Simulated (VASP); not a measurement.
## InSe: single point with PBEsol

**Measured values to compare with.**

“The Interaction of Hydrogen with the van der Waals Crystal γ-InSe”, 2020, pmc:7321205 reports, for a bulk crystal of InSe at 300 K: band gap 1.25 eV.

Crystal: InSe.

```
In Se
1.0
     2.00445    1.15727    8.42960
    -2.00445    1.15727    8.42960
     0.00000   -2.31454    8.42960
In Se
2 2
Direct
  0.00077 0.00077 0.00077
  0.11057 0.11057 0.11057
  0.61693 0.61693 0.61693
  0.82773 0.82773 0.82773
```

- Program: VASP 6.6.1
- Task: single point
- Functional: PBEsol
- Potentials or basis: VASP PAW PBE potentials, release 64 (In_d, Se)
- Cutoff: 520 eV
- k mesh: 12 × 12 × 12
- Occupations: gaussian, width 0.02 eV
- Spin: no spin polarisation

```yaml
Pressure: 0.1 GPa
Largest_force: 0.019 eV/Å
Band_gap_on_the_k_mesh: 0.36 eV
```

Forces in eV/Å, atoms in the order of the input:
```
In   0.000  0.000  0.019
In   0.000  0.000 -0.018
Se   0.000  0.000 -0.019
Se   0.000  0.000  0.019
```

Levels at points of the mesh, in eV from the valence-band top:
| k point | band 17 | band 18 | band 19 | band 20 | band 21 | band 22 |
| --- | --- | --- | --- | --- | --- | --- |
| (0.00, 0.00, 0.00) | -1.28 | -1.19 | -1.19 | 1.63 | 2.01 | 4.31 |
| (0.50, 0.00, 0.00) | -2.31 | -2.22 | -1.69 | 1.13 | 1.92 | 3.62 |
| (0.50, 0.50, 0.00) | -2.48 | -2.02 | -1.54 | 1.14 | 1.91 | 3.26 |
| (0.50, 0.50, 0.50) | -1.11 | -1.11 | 0.00 | 0.36 | 2.07 | 4.23 |

It took 56 min on 1 thread of Intel(R) Xeon(R) Platinum 8488C (Sapphire Rapids), on a shared host, peak memory 0.98 GiB.

Measured gap of InSe: 1.25 eV (300 K; “The Interaction of Hydrogen with the van der Waals Crystal γ-InSe”, 2020, pmc:7321205). This calculation gives 0.36 eV (-0.89 eV). Spin-orbit coupling on In, Se is left out. The value is that of PBEsol on a finite k mesh, which can miss the band edges, without temperature or zero-point motion. Semilocal functionals fall short of measured gaps as a rule.

Caveat: semilocal functionals underestimate gaps, and a narrow one can read as zero; the PAW data sets were made with another functional, which shifts forces and pressure a little; spin-orbit coupling is left out, which moves the levels of the heavy elements.
